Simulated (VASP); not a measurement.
# HfB3 (P6/mmm) in VASP: notebook

The runs below take HfB3 through single point, relaxation of cell and atoms, with PBE.

Program: VASP 6.6.1. These are calculated values, not measurements. Logs are shortened: lines on timing, memory, paths and dates and some standing lists are left out, and cuts for length are marked.

## 1. The cell of the first run

Symmetry: P6/mmm, No. 191, hexagonal system. The conventional cell has a = 2.982 Å, b = 2.982 Å, c = 5.774 Å, α = 90.00°, β = 90.00°, γ = 120.00°. Within 2.3 Å of Hf (site symmetry 6/mmm) lie 6 B at 1.72 Å. B (site symmetry -6m2) has 3 B at 1.72 Å and 3 Hf at 1.72 Å within 2.3 Å. Within 3.8 Å of B (site symmetry 6/mmm) lie 2 Hf at 2.89 Å and 18 B at 2.98 to 3.36 Å.

## 2. Single point, PBE

Input file INCAR:

```
PREC     = Accurate       # precision mode
ENCUT    = 520            # plane-wave cutoff, eV
EDIFF    = 1E-6           # SCF threshold, eV
ISMEAR   = 0              # smearing method
SIGMA    = 0.1            # smearing width, eV
LREAL    = False          # projectors in reciprocal space
LASPH    = True           # aspherical terms in the spheres
NELM     = 60             # most SCF steps
ALGO     = Normal         # electronic algorithm
ISIF     = 2              # what is computed and relaxed
LWAVE    = False          # write WAVECAR
LCHARG   = True           # write CHGCAR
GGA      = PE             # functional
LELF     = True           # ELF
LVHAR    = True         
NBANDS   = 18             # bands
```

Input file KPOINTS:

```
Automatic mesh
0
Gamma
  6 6 4
```

Input file POSCAR:

```
HfB3
1.0
    2.9821542900      0.0000000000      0.0000000000
   -1.4910771500      2.5826213700      0.0000000000
    0.0000000000      0.0000000000      5.7739685300
Hf B
1 3
Direct
    0.0000000000      0.0000000000      0.5000000000
    0.3333333300      0.6666666700      0.5000000000
    0.6666666700      0.3333333300      0.5000000000
    0.0000000000      0.0000000000      0.0000000000
```

Potentials or basis: VASP PAW PBE potentials, release 64 (Hf_pv, B).

Command:

```console
> cat potpaw_PBE.64/Hf_pv/POTCAR potpaw_PBE.64/B/POTCAR > POTCAR
> mpirun -np 1 vasp_std > vasp.out
```

OUTCAR:

```text
PREC = Accurate
   ENCUT = 520
   EDIFF = 1E-6
   ISMEAR = 0
   LREAL = False
   LASPH = True
   NELM = 60
   ISIF = 2
   GGA = PE

 ion  position               nearest neighbor table
   1  0.000  0.000  0.500-   2 1.72   3 1.72   2 1.72   3 1.72   3 1.72   2 1.72   4 2.89   4 2.89

   2  0.333  0.667  0.500-   3 1.72   3 1.72   1 1.72   1 1.72   1 1.72   3 1.72
   3  0.667  0.333  0.500-   2 1.72   2 1.72   1 1.72   1 1.72   1 1.72   2 1.72
   4  0.000  0.000  0.000-   1 2.89   1 2.89

  LATTYP: Found a hexagonal cell.
 ALAT       =     2.9821542900
 C/A-ratio  =     1.9361736411

  Lattice vectors:

 A1 = (   2.9821542900,   0.0000000000,   0.0000000000)
 A2 = (  -1.4910771500,   2.5826213700,   0.0000000000)
 A3 = (   0.0000000000,   0.0000000000,   5.7739685300)

Analysis of symmetry for initial positions (statically):
=====================================================================
 Subroutine PRICEL returns:
 Original cell was already a primitive cell.

 Routine SETGRP: Setting up the symmetry group for a
 hexagonal supercell.

 Subroutine GETGRP returns: Found 24 space group operations
 (whereof 24 operations were pure point group operations)
 out of a pool of 24 trial point group operations.

The static configuration has the point symmetry D_6h.

Analysis of symmetry for dynamics (positions and initial velocities):
=====================================================================
 Subroutine PRICEL returns:
 Original cell was already a primitive cell.

 Routine SETGRP: Setting up the symmetry group for a
 hexagonal supercell.

 Subroutine GETGRP returns: Found 24 space group operations
 (whereof 24 operations were pure point group operations)
 out of a pool of 24 trial point group operations.

The dynamic configuration has the point symmetry D_6h.

 Subroutine INISYM returns: Found 24 space group operations
 (whereof 24 operations are pure point group operations),
 and found     1 'primitive' translations

----------------------------------------------------------------------------------------

                                     Primitive cell

  volume of cell :      44.4698

  direct lattice vectors                    reciprocal lattice vectors
     2.982154290  0.000000000  0.000000000     0.335328056  0.193601744  0.000000000
    -1.491077150  2.582621370  0.000000000     0.000000000  0.387203487  0.000000000
     0.000000000  0.000000000  5.773968530     0.000000000  0.000000000  0.173191107

  length of vectors
     2.982154290  2.982154290  5.773968530     0.387203487  0.387203487  0.173191107

  position of ions in fractional coordinates (direct lattice)
     0.000000000  0.000000000  0.500000000
     0.333333330  0.666666670  0.500000000
     0.666666670  0.333333330  0.500000000
     0.000000000  0.000000000  0.000000000

  ion indices of the primitive-cell ions
   primitive index   ion index
                 1           1
                 2           2
                 3           3
                 4           4

----------------------------------------------------------------------------------------

 KPOINTS: Automatic mesh

Automatic generation of k-mesh.
 Grid dimensions read from file:
 generate k-points for:    6    6    4

 Generating k-lattice:

  Cartesian coordinates                     Fractional coordinates (reciprocal lattice)
     0.055888009  0.032266957  0.000000000     0.166666667 -0.000000000  0.000000000
     0.000000000  0.064533914  0.000000000     0.000000000  0.166666667  0.000000000
     0.000000000  0.000000000  0.043297777     0.000000000  0.000000000  0.250000000

  Length of vectors
     0.064533914  0.064533914  0.043297777

  Shift w.r.t. Gamma in fractional coordinates (k-lattice)
     0.000000000  0.000000000  0.000000000

 Subroutine IBZKPT returns following result:
 ===========================================

 Found     21 irreducible k-points:

 Following reciprocal coordinates:
            Coordinates               Weight
  0.000000  0.000000  0.000000      1.000000
  0.166667  0.000000  0.000000      6.000000
  0.333333 -0.000000  0.000000      6.000000
  0.500000 -0.000000  0.000000      3.000000
  0.166667  0.166667  0.000000      6.000000
  0.333333  0.166667  0.000000     12.000000
[... 13 lines left out ...]
  0.333333  0.166667  0.500000     12.000000
  0.333333  0.333333  0.500000      2.000000
   k-points           NKPTS =     21   k-points in BZ     NKDIM =     21   number of bands    NBANDS=     18
   number of dos      NEDOS =    301   number of ions     NIONS =      4
   total plane-waves  NPLWV =  27648
   dimension x,y,z NGX =    24 NGY =   24 NGZ =   48
   dimension x,y,z NGXF=    48 NGYF=   48 NGZF=   96
   ions per type =               1   3
   NGX,Y,Z   is equivalent  to a cutoff of  13.38, 13.38, 13.82 a.u.
   NGXF,Y,Z  is equivalent  to a cutoff of  26.76, 26.76, 27.64 a.u.
 SYSTEM =  unknown system
   PREC   = accura    normal or accurate (medium, high low for compatibility)
   ISTART =      0    job   : 0-new  1-cont  2-samecut
   ICHARG =      2    charge: 1-file 2-atom 10-const
   ISPIN  =      1    spin polarized calculation?
   LNONCOLLINEAR =      F non collinear calculations
   LSORBIT =      F    spin-orbit coupling
   LASPH  =      T    aspherical Exc in radial PAW
   ENCUT  =  520.0 eV  38.22 Ry    6.18 a.u.   5.54  5.54 10.74*2*pi/ulx,y,z
   NELM   =     60;   NELMIN=  2; NELMDL= -5     # of ELM steps
   EDIFF  = 0.1E-05   stopping-criterion for ELM
   LREAL  =      F    real-space projection
   EDIFFG = 0.1E-04   stopping-criterion for IOM
   NSW    =      0    number of steps for IOM
   IBRION =     -1    ionic relax: 0-MD 1-quasi-New 2-CG
   NFREE  =      0    steps in history (QN), initial steepest desc. (CG)
   ISIF   =      2    stress and relaxation
   ISYM   =      2    0-nonsym 1-usesym 2-fastsym
   POTIM  = 0.5000    time-step for ionic-motion
   TEBEG  =    0.0;   TEEND  =   0.0 temperature during run
   PSTRESS=    0.0 pullay stress
   NELECT =      19.0000    total number of electrons
   NUPDOWN=      -1.0000    fix difference up-down
   EMIN   =  10.00;   EMAX   =-10.00  energy-range for DOS
   EFERMI =   0.00;   METHOD = LEGACY
   ISMEAR =     0;   SIGMA  =   0.10  broadening in eV -4-tet -1-fermi 0-gaus
   EFERMI_NEDOS =   21; number of points for ismear=-14 and -15
   IALGO  =     38    algorithm
   IMIX   =      4    mixing-type and parameters
     AMIX     =   0.40;   BMIX     =  1.00
     AMIX_MAG =   1.60;   BMIX_MAG =  1.00
  volume/ion in A,a.u.               =      11.12        75.02
  Fermi-wavevector in a.u.,A,eV,Ry     =   1.233022  2.330074 20.685537  1.520344
  Thomas-Fermi vector in A             =   2.367769
   LORBIT       =      0    0 simple, 1 ext, 2 COOP (PROOUT), +10 PAW based schemes
   GGA     = PE    functional components
   LHFCALC =     F    Hartree Fock is set to
   AEXX    =    0.0000 exact exchange contribution
   IVDW    =     0    specifies the selected vdW correction
   LEPSILON=     F    determine dielectric tensor
   LRPA    =     F    only Hartree local field effects (RPA)
 non-spin polarized calculation
 Gauss-broadening in eV      SIGMA  =   0.10
  energy-cutoff  :      520.00
  volume of cell :       44.47
 maximum number of plane-waves:      1222
 NGX is ok and might be reduce to    24
   NGX = 11   NGY = 11   NGZ = 21

 number of electron      18.9999999 magnetization

 Free energy of the ion-electron system (eV)
  ---------------------------------------------------
  ext. energy  EPLUGINS =         0.00000000
  ---------------------------------------------------
  free energy    TOTEN  =        -6.54702521 eV

  energy without entropy =       -6.52023903  energy(sigma->0) =       -6.53363212

 E-fermi :   4.5127     XC(G=0): -10.8554

 val. band max:        4.4939196609   @ k =   0.1667   0.1667   0.5000
 cond. band min:       4.5144118242   @ k =   0.5000  -0.0000   0.0000
 fundamental gap:      0.0204921634
 Fermi energy:         4.5127242463

 k-point     1 :       0.0000    0.0000    0.0000
  band No.  band energies     occupation
      1     -26.7506      2.00000
      2     -26.7506      2.00000
      3     -25.2200      2.00000
      4      -8.5428      2.00000
      5      -5.9025      2.00000
      6      -5.9025      2.00000
[... 10 lines left out ...]
     17      19.3697      0.00000
     18      19.3717      0.00000

 k-point     2 :       0.1667    0.0000    0.0000
  band No.  band energies     occupation
      1     -27.2333      2.00000
      2     -26.9391      2.00000
      3     -25.1314      2.00000
      4      -7.7048      2.00000
      5      -5.2267      2.00000
      6      -4.6072      2.00000
[... 10 lines left out ...]
     17      15.8487      0.00000
     18      16.7006      0.00000

 k-point     3 :       0.3333   -0.0000    0.0000
  band No.  band energies     occupation
      1     -28.0889      2.00000
      2     -27.2913      2.00000
      3     -24.9488      2.00000
      4      -6.9874      2.00000
      5      -2.3303      2.00000
      6      -1.8169      2.00000
[... 10 lines left out ...]
     17      13.4914      0.00000
     18      15.6147      0.00000

 k-point     4 :       0.5000   -0.0000    0.0000
  band No.  band energies     occupation
      1     -28.4742      2.00000
      2     -27.4567      2.00000
      3     -24.8547      2.00000
      4      -6.8504      2.00000
      5      -2.2917      2.00000
      6       0.3396      2.00000
[... 10 lines left out ...]
     17      14.7154      0.00000
     18      14.8576      0.00000

 k-point     5 :       0.1667    0.1667    0.0000
  band No.  band energies     occupation
      1     -27.8192      2.00000
      2     -27.2836      2.00000
      3     -24.9953      2.00000
      4      -6.4334      2.00000
      5      -4.5426      2.00000
      6      -1.8585      2.00000
[... 10 lines left out ...]
     17      12.6678      0.00000
     18      14.5025      0.00000

 k-point     6 :       0.3333    0.1667    0.0000
  band No.  band energies     occupation
      1     -28.3146      2.00000
      2     -27.6490      2.00000
      3     -24.8554      2.00000
      4      -5.5793      2.00000
      5      -1.8083      2.00000
      6      -1.7730      2.00000
[... 10 lines left out ...]
     17      15.1283      0.00000
     18      15.4125      0.00000

 k-point     7 :       0.3333    0.3333    0.0000
  band No.  band energies     occupation
      1     -28.1318      2.00000
      2     -28.1318      2.00000
      3     -24.8086      2.00000
      4      -2.4156      2.00000
      5      -1.6230      2.00000
      6      -1.6230      2.00000
[... 10 lines left out ...]
     17      15.8783      0.00000
     18      16.4434      0.00000

 k-point     8 :       0.0000    0.0000    0.2500
  band No.  band energies     occupation
      1     -26.7506      2.00000
      2     -26.7506      2.00000
      3     -25.2202      2.00000
      4      -8.5254      2.00000
      5      -5.9024      2.00000
      6      -5.9024      2.00000
[... 10 lines left out ...]
     17      18.1661      0.00000
     18      19.3081      0.00000
[... 166 lines left out ...]
     17      15.5959      0.00000
     18      16.6131      0.00000

 k-point    17 :       0.3333   -0.0000    0.5000
  band No.  band energies     occupation
      1     -28.0889      2.00000
      2     -27.2913      2.00000
      3     -24.9490      2.00000
      4      -6.9763      2.00000
      5      -2.3099      2.00000
      6      -2.1703      2.00000
[... 10 lines left out ...]
     17      12.7740      0.00000
     18      14.8283      0.00000

 k-point    18 :       0.5000   -0.0000    0.5000
  band No.  band energies     occupation
      1     -28.4742      2.00000
      2     -27.4567      2.00000
      3     -24.8548      2.00000
      4      -6.8460      2.00000
      5      -2.4231      2.00000
      6       0.6702      2.00000
[... 10 lines left out ...]
     17      12.3854      0.00000
     18      16.7948      0.00000

 k-point    19 :       0.1667    0.1667    0.5000
  band No.  band energies     occupation
      1     -27.8192      2.00000
      2     -27.2836      2.00000
      3     -24.9956      2.00000
      4      -6.4050      2.00000
      5      -4.5413      2.00000
      6      -2.3121      2.00000
[... 10 lines left out ...]
     17      12.6381      0.00000
     18      14.2684      0.00000

 k-point    20 :       0.3333    0.1667    0.5000
  band No.  band energies     occupation
      1     -28.3145      2.00000
      2     -27.6489      2.00000
      3     -24.8556      2.00000
      4      -5.5711      2.00000
      5      -2.0121      2.00000
      6      -1.7365      2.00000
[... 10 lines left out ...]
     17      12.6145      0.00000
     18      15.1389      0.00000

 k-point    21 :       0.3333    0.3333    0.5000
  band No.  band energies     occupation
      1     -28.1318      2.00000
      2     -28.1318      2.00000
      3     -24.8087      2.00000
      4      -2.4133      2.00000
      5      -1.5960      2.00000
      6      -1.5960      2.00000
[... 10 lines left out ...]
     17      13.2918      0.00000
     18      15.9545      0.00000

------------------------ aborting loop because EDIFF is reached ----------------------------------------

  FORCE on cell =-STRESS in cart. coord.  units (eV):
  Direction    XX          YY          ZZ          XY          YZ          ZX
  --------------------------------------------------------------------------------------
  -------------------------------------------------------------------------------------
  Total       67.3604540     67.3604539     -3.9465047     -0.0000001      0.0000000      0.0000000
  in kB     2426.8913086   2426.8913027   -142.1863641     -0.0000047      0.0000000      0.0000000
  external PRESSURE =    1570.5320824 kB  Pullay stress =       0.0000000 kB

 VOLUME and BASIS-vectors are now :
 -----------------------------------------------------------------------------
  energy-cutoff  :      520.00
  volume of cell :       44.47
      direct lattice vectors                 reciprocal lattice vectors
     2.982154290  0.000000000  0.000000000     0.335328056  0.193601744  0.000000000
    -1.491077150  2.582621370  0.000000000     0.000000000  0.387203487  0.000000000
     0.000000000  0.000000000  5.773968530     0.000000000  0.000000000  0.173191107

 POSITION                                       TOTAL-FORCE (eV/Angst)
 -----------------------------------------------------------------------------------
      0.00000      0.00000      2.88698         0.000000     -0.000000      0.000000
     -0.00000      1.72175      2.88698        -0.000000      0.000000      0.000000
      1.49108      0.86087      2.88698         0.000000     -0.000000      0.000000
      0.00000      0.00000      0.00000         0.000000     -0.000000      0.000000
 -----------------------------------------------------------------------------------
    total drift:                               -0.000000     -0.000000      0.000000

  FREE ENERGIE OF THE ION-ELECTRON SYSTEM (eV)
  ---------------------------------------------------
  free  energy   TOTEN  =        -6.5470252085 eV

  energy  without entropy=       -6.5202390295  energy(sigma->0) =       -6.53363212
```

Run time: 14 s. Hardware: 1 thread of Intel Xeon 6975P-C (Granite Rapids), shared host; peak memory 0.17 GiB.

Results:

```yaml
Free_energy: -6.5470 eV
Pressure: 157.1 GPa
```

Stress tensor (GPa, compression positive):
```
242.69   0.00   0.00
  0.00 242.69   0.00
  0.00   0.00 -14.22
```

Levels at points of the mesh, in eV from the Fermi level:
| k point | band 6 | band 7 | band 8 | band 9 | band 10 | band 11 | band 12 | band 13 |
| --- | --- | --- | --- | --- | --- | --- | --- | --- |
| (0.00, 0.00, 0.00) | -10.42 | -7.44 | -4.74 | 1.01 | 1.63 | 3.97 | 3.97 | 5.39 |
| (0.50, 0.00, 0.00) | -4.17 | -3.78 | -0.99 | -0.34 | -0.14 | 0.00 | 0.31 | 2.02 |
| (0.00, 0.00, 0.50) | -10.42 | -7.61 | -3.10 | -3.01 | 3.73 | 3.73 | 5.78 | 5.78 |
| (0.50, 0.00, 0.50) | -3.84 | -3.48 | -0.94 | -0.90 | -0.33 | 0.00 | 0.76 | 1.05 |

Caveat: the k points lie up to 0.41 Å⁻¹ apart; spin-orbit coupling is left out, which moves the levels of the heavy elements.

(Continued in part 2 of 3.)
